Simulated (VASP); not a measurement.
# Sn (C2/c) in VASP: a series of runs

The runs below take Sn through single point, with r2SCAN.

Everything below comes from runs of VASP 6.6.1. Logs are shortened: lines on timing, memory, paths and dates and some standing lists are left out, and cuts for length are marked.

## Step 1: The cell of the first run

The structure is monoclinic, space group C2/c (No. 15). Conventional cell: a = 3.091 Å, b = 8.113 Å, c = 4.335 Å, α = 90.00°, β = 110.77°, γ = 90.00°. Sn (site symmetry 2) has 10 Sn at 2.97 to 3.69 Å within 3.9 Å.

## Step 2: Single point, r2SCAN (25.41 Å³/atom)

Contents of POSCAR:

```
Sn
1.0
   -2.8674661978      2.8695283716      1.5452659121
    2.8695283716     -2.8674661978      1.5452659121
    2.8652983232      2.8652983232     -1.5414858349
Sn
2
Direct
    0.0000251474      0.9999748526      0.0000000000
    0.7499748526      0.2500251474      0.5000000000
```

Contents of INCAR.step1:

```
  ALGO = Normal
  EDIFF = 1E-4
  ENCUT = 520
  GGA = PE
  ISMEAR = -1
  LASPH = True
  LCHARG = False
  LREAL = False
  LUSENCCL = False
  LWAVE = True
  NBANDS = 21
  NELM = 100
  PREC = Accurate
  SIGMA = 0.1
```

Contents of INCAR.step2:

```
  ALGO = Normal
  EDIFF = 1E-6
  ENCUT = 520
  ISIF = 2
  ISMEAR = -1
  ISTART = 1
  LASPH = True
  LCHARG = False
  LMIXTAU = True
  LREAL = False
  LUSENCCL = False
  LWAVE = False
  METAGGA = R2SCAN
  NBANDS = 21
  NELM = 100
  PREC = Accurate
  SIGMA = 0.1
```

Contents of KPOINTS:

```
k-points
0
Gamma
  18 18 12
```

Potentials or basis: VASP PAW PBE potentials, release 64 (Sn_d).

On the command line:

```bash
$ cat potpaw_PBE.64/Sn_d/POTCAR > POTCAR
$ cp INCAR.step1 INCAR
$ mpirun -np 1 vasp_std > vasp.out
$ cp INCAR.step2 INCAR
$ mpirun -np 1 vasp_std > vasp.out
```

OUTCAR:

```text
EDIFF = 1E-6
   ENCUT = 520
   ISIF = 2
   ISMEAR = -1
   ISTART = 1
   LASPH = True
   LREAL = False
   METAGGA = R2SCAN
   NELM = 100
   PREC = Accurate

 ion  position               nearest neighbor table
   1  0.000  1.000  0.000-   2 2.97   2 2.97   2 2.97   2 2.97   2 3.68   2 3.68   2 3.69   2 3.69

   2  0.750  0.250  0.500-   1 2.97   1 2.97   1 2.97   1 2.97   1 3.68   1 3.68   1 3.69   1 3.69

  LATTYP: Found a base centered monoclinic cell.
 ALAT       =     3.0905332002
 B/A-ratio  =     2.6252219283
 C/A-ratio  =     1.4028132331
 COS(beta)  =    -0.3546724370

  Lattice vectors:

 A1 = (  -2.8674661978,   2.8695283716,   1.5452659121)
 A2 = (   2.8695283716,  -2.8674661978,   1.5452659121)
 A3 = (   2.8652983232,   2.8652983232,  -1.5414858349)

Analysis of symmetry for initial positions (statically):
=====================================================================
 Subroutine PRICEL returns:
 Original cell was already a primitive cell.

 Routine SETGRP: Setting up the symmetry group for a
 base centered monoclinic supercell.

 Subroutine GETGRP returns: Found  4 space group operations
 (whereof  2 operations were pure point group operations)
 out of a pool of  4 trial point group operations.

The static configuration has the point symmetry C_2 .
 The point group associated with its full space group is C_2h.

Analysis of symmetry for dynamics (positions and initial velocities):
=====================================================================
 Subroutine PRICEL returns:
 Original cell was already a primitive cell.

 Routine SETGRP: Setting up the symmetry group for a
 base centered monoclinic supercell.

 Subroutine GETGRP returns: Found  4 space group operations
 (whereof  2 operations were pure point group operations)
 out of a pool of  4 trial point group operations.

The dynamic configuration has the point symmetry C_2 .
 The point group associated with its full space group is C_2h.

 Subroutine INISYM returns: Found  4 space group operations
 (whereof  2 operations are pure point group operations),
 and found     1 'primitive' translations

----------------------------------------------------------------------------------------

                                     Primitive cell

  volume of cell :      50.8210

  direct lattice vectors                    reciprocal lattice vectors
    -2.867466198  2.869528372  1.545265912    -0.000147366  0.174159928  0.323452795
     2.869528372 -2.867466198  1.545265912     0.174159928 -0.000147366  0.323452795
     2.865298323  2.865298323 -1.541485835     0.174439281  0.174439281 -0.000232791

  length of vectors
     4.341013961  4.341013961  4.335440870     0.367360059  0.367360059  0.246694506

  position of ions in fractional coordinates (direct lattice)
     0.000025147  0.999974853  1.000000000
     0.749974853  0.250025147  0.500000000

  ion indices of the primitive-cell ions
   primitive index   ion index
                 1           1
                 2           2

----------------------------------------------------------------------------------------

 KPOINTS: k-points

Automatic generation of k-mesh.
 Grid dimensions read from file:
 generate k-points for:   18   18   12

 Generating k-lattice:

  Cartesian coordinates                     Fractional coordinates (reciprocal lattice)
    -0.000008187  0.009675552  0.017969600     0.055555556  0.000000000 -0.000000000
     0.009675552 -0.000008187  0.017969600     0.000000000  0.055555556 -0.000000000
     0.014536607  0.014536607 -0.000019399    -0.000000000 -0.000000000  0.083333333

  Length of vectors
     0.020408892  0.020408892  0.020557876

  Shift w.r.t. Gamma in fractional coordinates (k-lattice)
     0.000000000  0.000000000  0.000000000

 Subroutine IBZKPT returns following result:
 ===========================================

 Found   1037 irreducible k-points:

 Following reciprocal coordinates:
            Coordinates               Weight
  0.000000  0.000000  0.000000      1.000000
  0.055556  0.000000  0.000000      4.000000
  0.111111  0.000000  0.000000      4.000000
  0.166667  0.000000  0.000000      4.000000
  0.222222  0.000000  0.000000      4.000000
  0.277778  0.000000  0.000000      4.000000
[... 16 lines left out ...]
 -0.277778  0.055556  0.000000      4.000000
 -0.222222  0.055556  0.000000      4.000000
 [... further k-points ...]
   k-points           NKPTS =   1037   k-points in BZ     NKDIM =   1037   number of bands    NBANDS=     21
   number of dos      NEDOS =    301   number of ions     NIONS =      2
   total plane-waves  NPLWV =  32768
   dimension x,y,z NGX =    32 NGY =   32 NGZ =   32
   dimension x,y,z NGXF=    64 NGYF=   64 NGZF=   64
   ions per type =               2
   NGX,Y,Z   is equivalent  to a cutoff of  12.25, 12.25, 12.27 a.u.
   NGXF,Y,Z  is equivalent  to a cutoff of  24.51, 24.51, 24.54 a.u.
 SYSTEM =  unknown system
   PREC   = accura    normal or accurate (medium, high low for compatibility)
   ISTART =      1    job   : 0-new  1-cont  2-samecut
   ICHARG =      0    charge: 1-file 2-atom 10-const
   ISPIN  =      1    spin polarized calculation?
   LNONCOLLINEAR =      F non collinear calculations
   LSORBIT =      F    spin-orbit coupling
   LASPH  =      T    aspherical Exc in radial PAW
   ENCUT  =  520.0 eV  38.22 Ry    6.18 a.u.   8.07  8.07  8.06*2*pi/ulx,y,z
   NELM   =    100;   NELMIN=  2; NELMDL=  0     # of ELM steps
   EDIFF  = 0.1E-05   stopping-criterion for ELM
   LREAL  =      F    real-space projection
   EDIFFG = 0.1E-04   stopping-criterion for IOM
   NSW    =      0    number of steps for IOM
   IBRION =     -1    ionic relax: 0-MD 1-quasi-New 2-CG
   NFREE  =      0    steps in history (QN), initial steepest desc. (CG)
   ISIF   =      2    stress and relaxation
   ISYM   =      2    0-nonsym 1-usesym 2-fastsym
   POTIM  = 0.5000    time-step for ionic-motion
   TEBEG  =    0.0;   TEEND  =   0.0 temperature during run
   PSTRESS=    0.0 pullay stress
   NELECT =      28.0000    total number of electrons
   NUPDOWN=      -1.0000    fix difference up-down
   EMIN   =  10.00;   EMAX   =-10.00  energy-range for DOS
   EFERMI =   0.00;   METHOD = LEGACY
   ISMEAR =    -1;   SIGMA  =   0.10  broadening in eV -4-tet -1-fermi 0-gaus
   EFERMI_NEDOS =   21; number of points for ismear=-14 and -15
   IALGO  =     38    algorithm
   IMIX   =      4    mixing-type and parameters
     AMIX     =   0.40;   BMIX     =  1.00
     AMIX_MAG =   1.60;   BMIX_MAG =  1.00
  volume/ion in A,a.u.               =      25.41       171.48
  Fermi-wavevector in a.u.,A,eV,Ry     =   1.342084  2.536171 24.506672  1.801190
  Thomas-Fermi vector in A             =   2.470266
   LORBIT       =      0    0 simple, 1 ext, 2 COOP (PROOUT), +10 PAW based schemes
   METAGGA = R2SCAN    functional components
   LHFCALC =     F    Hartree Fock is set to
   AEXX    =    0.0000 exact exchange contribution
   IVDW    =     0    specifies the selected vdW correction
   LEPSILON=     F    determine dielectric tensor
   LRPA    =     F    only Hartree local field effects (RPA)
 non-spin polarized calculation
  energy-cutoff  :      520.00
  volume of cell :       50.82
 maximum number of plane-waves:      1390
   NGX = 17   NGY = 17   NGZ = 17

 number of electron      28.0000017 magnetization

 Free energy of the ion-electron system (eV)
  ---------------------------------------------------
  ext. energy  EPLUGINS =         0.00000000
  ---------------------------------------------------
  free energy    TOTEN  =       -49.18760392 eV

  energy without entropy =      -49.16031898  energy(sigma->0) =      -49.17396145

 E-fermi :   8.7608     XC(G=0): -11.4811

 val. band max:        8.7572505149   @ k =   0.2778   0.0000   0.0000
 cond. band min:       8.7609666981   @ k =   0.3333   0.1667   0.5000
 fundamental gap:      0.0037161832
 Fermi energy:         8.7607971841

 k-point     1 :       0.0000    0.0000    0.0000
  band No.  band energies     occupation
      1     -13.7073      2.00000
      2     -13.6097      2.00000
      3     -13.5466      2.00000
      4     -13.5458      2.00000
      5     -13.3239      2.00000
      6     -13.3236      2.00000
[... 13 lines left out ...]
     20      19.3075      0.00000
     21      20.0670      0.00000

 k-point     2 :       0.0556    0.0000    0.0000
  band No.  band energies     occupation
      1     -13.7049      2.00000
      2     -13.6009      2.00000
      3     -13.5428      2.00000
      4     -13.5358      2.00000
      5     -13.3314      2.00000
      6     -13.3308      2.00000
[... 13 lines left out ...]
     20      19.2693      0.00000
     21      19.7317      0.00000

 k-point     3 :       0.1111    0.0000    0.0000
  band No.  band energies     occupation
      1     -13.6974      2.00000
      2     -13.5760      2.00000
      3     -13.5340      2.00000
      4     -13.5064      2.00000
      5     -13.3485      2.00000
      6     -13.3435      2.00000
[... 13 lines left out ...]
     20      18.5074      0.00000
     21      18.5472      0.00000

 k-point     4 :       0.1667    0.0000    0.0000
  band No.  band energies     occupation
      1     -13.6849      2.00000
      2     -13.5401      2.00000
      3     -13.5205      2.00000
      4     -13.4672      2.00000
      5     -13.3708      2.00000
      6     -13.3524      2.00000
[... 13 lines left out ...]
     20      17.6329      0.00000
     21      17.9081      0.00000

 k-point     5 :       0.2222    0.0000    0.0000
  band No.  band energies     occupation
      1     -13.6690      2.00000
      2     -13.5043      2.00000
      3     -13.5030      2.00000
      4     -13.4374      2.00000
      5     -13.3950      2.00000
      6     -13.3488      2.00000
[... 13 lines left out ...]
     20      16.9209      0.00000
     21      17.9520      0.00000
[... 382 lines left out ...]
     20      16.6272      0.00000
     21      18.9712      0.00000

 k-point    22 :      -0.3333    0.0556    0.0000
  band No.  band energies     occupation
      1     -13.6402      2.00000
      2     -13.4858      2.00000
      3     -13.4789      2.00000
      4     -13.4546      2.00000
      5     -13.4081      2.00000
      6     -13.3620      2.00000
[... 13 lines left out ...]
     20      16.7897      0.00000
     21      18.2954      0.00000

 k-point    23 :      -0.2778    0.0556    0.0000
  band No.  band energies     occupation
      1     -13.6570      2.00000
      2     -13.5083      2.00000
      3     -13.4943      2.00000
      4     -13.4533      2.00000
      5     -13.3907      2.00000
      6     -13.3481      2.00000
[... 13 lines left out ...]
     20      17.3014      0.00000
     21      17.8682      0.00000

 k-point    24 :      -0.2222    0.0556    0.0000
  band No.  band energies     occupation
      1     -13.6738      2.00000
      2     -13.5434      2.00000
      3     -13.5110      2.00000
      4     -13.4783      2.00000
      5     -13.3687      2.00000
      6     -13.3429      2.00000
[... 13 lines left out ...]
     20      17.8103      0.00000
     21      18.0767      0.00000

 [... further k-points ...]

------------------------ aborting loop because EDIFF is reached ----------------------------------------

  FORCE on cell =-STRESS in cart. coord.  units (eV):
  Direction    XX          YY          ZZ          XY          YZ          ZX
  --------------------------------------------------------------------------------------
  -------------------------------------------------------------------------------------
  Total        1.6599680      1.6599680      1.8325587     -0.0027336     -0.0097098     -0.0097099
  in kB       52.3319520     52.3319520     57.7730253     -0.0861795     -0.3061098     -0.3061124
  external PRESSURE =      54.1456431 kB  Pullay stress =       0.0000000 kB

 VOLUME and BASIS-vectors are now :
 -----------------------------------------------------------------------------
  energy-cutoff  :      520.00
  volume of cell :       50.82
      direct lattice vectors                 reciprocal lattice vectors
    -2.867466198  2.869528372  1.545265912    -0.000147366  0.174159928  0.323452795
     2.869528372 -2.867466198  1.545265912     0.174159928 -0.000147366  0.323452795
     2.865298323  2.865298323 -1.541485835     0.174439281  0.174439281 -0.000232791

 POSITION                                       TOTAL-FORCE (eV/Angst)
 -----------------------------------------------------------------------------------
      2.86938     -2.86732      1.54527         0.000298     -0.000298      0.000000
     -0.00042      2.86778      0.77452        -0.000298      0.000298      0.000000
 -----------------------------------------------------------------------------------
    total drift:                                0.000000     -0.000000      0.000000

  FREE ENERGIE OF THE ION-ELECTRON SYSTEM (eV)
  ---------------------------------------------------
  free  energy   TOTEN  =       -49.1876039221 eV

  energy  without entropy=      -49.1603189770  energy(sigma->0) =      -49.17396145
```

It took 47 min on 1 × NVIDIA H100 80GB with 1 thread of AMD EPYC 7R13 (Zen 3), shared host; peak memory 1.9 GiB.

Results:

```yaml
Free_energy: -49.1876 eV
Pressure: 5.4 GPa
Band_gap_on_the_k_mesh: zero (bands 14 and 15 overlap by 4.90 eV)
```

Stress tensor (GPa, compression positive):
```
 5.23 -0.01 -0.03
-0.01  5.23 -0.03
-0.03 -0.03  5.78
```

Caveat: the cell stands under pressure; the PAW data sets were made with another functional, which shifts forces and pressure a little; spin-orbit coupling is left out, which moves the levels of the heavy elements.

## Step 3: Single point, r2SCAN

This run uses another cell than the first one, of 27.62 Å³/atom.

Contents of POSCAR:

```
Sn
1.0
   -2.9482820700      2.9504023635      1.5888172581
    2.9504023635     -2.9482820700      1.5888172581
    2.9460530966      2.9460530966     -1.5849306443
Sn
2
Direct
    0.0000251474      0.9999748526      0.0000000000
    0.7499748526      0.2500251474      0.5000000000
```

Contents of INCAR.step1:

```
SYSTEM = Sn
PREC = Accurate
ENCUT = 520
ISMEAR = -1
SIGMA = 0.1
LREAL = .False.
LASPH = .True.
NELM = 80
NBANDS = 21
GGA = PE
ALGO = Normal
EDIFF = 1E-4
LWAVE = .True.
LCHARG = .False.
LUSENCCL = .False.
```

Contents of INCAR.step2:

```
SYSTEM = Sn
PREC = Accurate
ENCUT = 520
EDIFF = 1E-6
ISMEAR = -1
SIGMA = 0.1
LREAL = .False.
LASPH = .True.
NELM = 80
ALGO = Normal
ISIF = 2
LWAVE = .False.
LCHARG = .False.
METAGGA = R2SCAN
LMIXTAU = .True.
NBANDS = 21
ISTART = 1
LUSENCCL = .False.
```

Contents of KPOINTS:

```
regular mesh
0
Gamma
  18 18 12
  0 0 0
```

Potentials or basis: VASP PAW PBE potentials, release 64 (Sn_d).

On the command line:

```bash
$ cat potpaw_PBE.64/Sn_d/POTCAR > POTCAR
$ cp INCAR.step1 INCAR
$ mpirun -np 1 vasp_std > vasp.out
$ cp INCAR.step2 INCAR
$ mpirun -np 1 vasp_std > vasp.out
```

OUTCAR:

```text
SYSTEM = Sn
   PREC = Accurate
   ENCUT = 520
   EDIFF = 1E-6
   ISMEAR = -1
   LREAL = .False.
   LASPH = .True.
   NELM = 80
   ISIF = 2
   METAGGA = R2SCAN
   ISTART = 1

 ion  position               nearest neighbor table
   1  0.000  1.000  0.000-   2 3.05   2 3.05   2 3.05   2 3.05
   2  0.750  0.250  0.500-   1 3.05   1 3.05   1 3.05   1 3.05

  LATTYP: Found a base centered monoclinic cell.
 ALAT       =     3.1776359310
 B/A-ratio  =     2.6252219283
[... 769 lines left out ...]

------------------------ aborting loop because EDIFF is reached ----------------------------------------

  FORCE on cell =-STRESS in cart. coord.  units (eV):
  Direction    XX          YY          ZZ          XY          YZ          ZX
  --------------------------------------------------------------------------------------
  -------------------------------------------------------------------------------------
  Total       -0.0865972     -0.0865972      0.0990627      0.0030715     -0.0081796     -0.0081796
  in kB       -2.5116476     -2.5116476      2.8731947      0.0890841     -0.2372382     -0.2372382
  external PRESSURE =      -0.7167001 kB  Pullay stress =       0.0000000 kB

 VOLUME and BASIS-vectors are now :
 -----------------------------------------------------------------------------
  energy-cutoff  :      520.00
  volume of cell :       55.24
      direct lattice vectors                 reciprocal lattice vectors
    -2.948282070  2.950402363  1.588817258    -0.000143327  0.169386000  0.314586574
     2.950402363 -2.948282070  1.588817258     0.169386000 -0.000143327  0.314586574
     2.946053097  2.946053097 -1.584930644     0.169657695  0.169657695 -0.000226410

 POSITION                                       TOTAL-FORCE (eV/Angst)
 -----------------------------------------------------------------------------------
      2.95025     -2.94813      1.58882        -0.000254      0.000254      0.000000
     -0.00044      2.94861      0.79635         0.000254     -0.000254      0.000000
 -----------------------------------------------------------------------------------
    total drift:                                0.000000     -0.000000     -0.000000

  FREE ENERGIE OF THE ION-ELECTRON SYSTEM (eV)
  ---------------------------------------------------
  free  energy   TOTEN  =       -49.2579143188 eV

  energy  without entropy=      -49.2273083066  energy(sigma->0) =      -49.24261131
```

OUTCAR.step1:

```text
SYSTEM = Sn
   PREC = Accurate
   ENCUT = 520
   ISMEAR = -1
   LREAL = .False.
   LASPH = .True.
[... 802 lines left out ...]
      2.95025     -2.94813      1.58882        -0.000977      0.000977      0.000000
     -0.00044      2.94861      0.79635         0.000977     -0.000977      0.000000
 -----------------------------------------------------------------------------------
    total drift:                                0.000000     -0.000000     -0.000000

  FREE ENERGIE OF THE ION-ELECTRON SYSTEM (eV)
  ---------------------------------------------------
  free  energy   TOTEN  =        -7.6192091417 eV

  energy  without entropy=       -7.5857754254  energy(sigma->0) =       -7.60249228
```

OSZICAR.step1:

```text
N       E                     dE             d eps       ncg     rms          rms(c)
DAV:   1     0.222218273990E+03    0.22222E+03   -0.14396E+04 44266   0.207E+03
DAV:   2     0.154025789965E+02   -0.20682E+03   -0.20257E+03 43869   0.454E+02
DAV:   3    -0.690549834369E+01   -0.22308E+02   -0.22131E+02 50502   0.135E+02
DAV:   4    -0.760881716704E+01   -0.70332E+00   -0.70284E+00 49190   0.264E+01
DAV:   5    -0.763761075591E+01   -0.28794E-01   -0.28793E-01 62025   0.503E+00    0.230E+00
DAV:   6    -0.762266747951E+01    0.14943E-01   -0.31026E-02 58937   0.246E+00    0.129E+00
DAV:   7    -0.761924997860E+01    0.34175E-02   -0.18018E-02 59070   0.188E+00    0.164E-01
DAV:   8    -0.761920363290E+01    0.46346E-04   -0.19603E-03 53760   0.583E-01    0.374E-02
DAV:   9    -0.761920914166E+01   -0.55088E-05   -0.46078E-05 30807   0.699E-02
   1 F= -.76192091E+01 E0= -.76024923E+01  d E =-.334337E-01
```

It took 45 min on 1 × NVIDIA H100 80GB with 1 thread of AMD EPYC 7R13 (Zen 3), shared host; peak memory 2 GiB.

What came out:

```
Free energy            : -49.2579 eV
Pressure               : -0.1 GPa
Band gap on the k mesh : zero (bands 14 and 15 overlap by 4.45 eV)
```

Stress tensor (GPa, compression positive):
```
-0.25  0.01 -0.02
 0.01 -0.25 -0.02
-0.02 -0.02  0.29
```

Caveat: the PAW data sets were made with another functional, which shifts forces and pressure a little; spin-orbit coupling is left out, which moves the levels of the heavy elements.

[end of part 1 of 2]
